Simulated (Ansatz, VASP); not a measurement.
**One calculation of Ni, two programs**

```
CELL_PARAMETERS angstrom
0.00000 1.76726 1.76726
1.76726 0.00000 1.76726
1.76726 1.76726 0.00000
ATOMIC_POSITIONS crystal
Ni 0.00000 0.00000 0.00000
```

Alike in both runs: task single point; functional PBE; k mesh 14 × 14 × 14; occupations fermi-dirac, width 0.1 eV; collinear spin.

|  | VASP | Ansatz |
| --- | --- | --- |
| version | VASP 6.6.1 | Ansatz 0.2.0 |
| potentials or method | VASP PAW PBE potentials, release 64 (Ni), cutoff 600 eV | PAW, plane waves, scalar-relativistic |
| valence electrons in the cell | 10 | 18 |

|  | VASP | Ansatz | Ansatz less VASP |
| --- | --- | --- | --- |
| pressure (GPa) | -2.3 | -2.3 | +0.04 |
| net moment per atom (μB) | 0.60 | 0.62 | +0.016 |
| size of the moment on the site where the two differ most (μB) | 0.61 | 0.66 | +0.043 |

Site moments also hang on the region over which each program counts them. VASP's potentials hold 10 valence electrons a cell and Ansatz's 18, so a difference there can come from the potentials and not from the codes.
